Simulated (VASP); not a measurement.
Write the native input for VASP 6.6.1 that does the following.

* Task: single point
* Functional: PBE
* Potentials or basis: VASP PAW PBE potentials, release 64 (Mg, O)
* Cutoff: 600 eV
* k mesh: 8 × 8 × 8
* Occupations: gaussian, width 0.01 eV
* Spin: no spin polarisation
* Dipole correction: no
* Further INCAR settings: ALGO = Normal; EDIFF = 1e-06; NBANDS = 11

The structure of MgO (CsCl type) lies in POSCAR:

```
MgO
1.0
    2.2445468059      0.0000000000      0.0000000000
    0.0000000000      2.2445468059      0.0000000000
    0.0000000000      0.0000000000      2.2445468059
Mg O
1 1
Direct
    0.0000000000      0.0000000000      0.0000000000
    0.5000000000      0.5000000000      0.5000000000
```

The input as run:

INCAR

```
PREC = Accurate
ENCUT = 600
EDIFF = 1E-6
ISMEAR = 0
SIGMA = 0.01
LREAL = F
LASPH = T
NELM = 120
ALGO = Normal
ISIF = 2
LWAVE = F
LCHARG = T
GGA = PE
LELF = T
LVHAR = T
NBANDS = 11
GGA_COMPAT = F
```

KPOINTS

```
Automatic mesh
0
Gamma
  8 8 8
```

Potentials or basis: VASP PAW PBE potentials, release 64 (Mg, O).

Run with:

```bash
$ cat potpaw_PBE.64/Mg/POTCAR potpaw_PBE.64/O/POTCAR > POTCAR
$ mpirun -np 1 vasp_std > vasp.out
```

Results of the run:

The pressure is 200.7 GPa and the band gap on the k mesh is 6.75 eV.

Caveat: the cell stands under pressure.

Run time: 4.9 s on 1 thread of Intel(R) Xeon(R) 6975P-C (Granite Rapids) (shared host), peak memory 0.12 GiB.
